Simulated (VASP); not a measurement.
SrTiO3: single point with PBEsol

SrTiO3:

```xyz
5
Lattice="3.8911 0.0000 0.0000 0.0000 3.8911 0.0000 0.0000 0.0000 3.8911" Properties=species:S:1:pos:R:3 pbc="T T T"
Sr    0.0000    0.0000    0.0000
Ti    1.9456    1.9456    1.9456
O     0.0000    1.9456    1.9456
O     1.9456    0.0000    1.9456
O     1.9456    1.9456    0.0000
```

```json
{
 "Program": "VASP 6.6.1",
 "Task": "single point",
 "Functional": "PBEsol",
 "Potentials or basis": "VASP PAW PBE potentials, release 64 (Sr_sv, Ti_sv, O)",
 "Cutoff": "520 eV",
 "k mesh": "8 × 8 × 8",
 "Occupations": "gaussian, width 0.02 eV",
 "Spin": "no spin polarisation",
 "Dipole correction": "no",
 "Further INCAR settings": "ALGO = Normal; EDIFF = 1e-06; NBANDS = 28"
}
```

The pressure is 0.7 GPa and the band gap on the k mesh is 1.82 eV, indirect (least direct gap 2.17 eV).

Levels at points of the mesh, in eV from the valence-band top:
```csv
k point,band 16,band 17,band 18,band 19,band 20,band 21,band 22,band 23,band 24,band 25
"(0.00, 0.00, 0.00)",-1.21,-1.21,-0.35,-0.35,-0.35,1.82,1.82,1.82,4.41,4.41
"(0.50, 0.00, 0.00)",-2.42,-2.42,-2.07,-0.74,-0.74,2.00,3.83,3.83,4.43,6.66
"(0.50, 0.50, 0.00)",-2.95,-1.74,-1.60,-1.60,-0.10,3.84,3.84,4.30,5.41,7.90
"(0.50, 0.50, 0.50)",-3.81,-3.81,0.00,0.00,0.00,4.54,4.54,4.54,6.90,6.90
```

Run time: 83 s on 1 thread of AMD EPYC 7R43 64-Core Processor (Zen 3), on a shared host, peak memory 0.17 GiB.

Caveat: the PAW data sets were made with another functional, which shifts forces and pressure a little. A k mesh can miss the band edges.
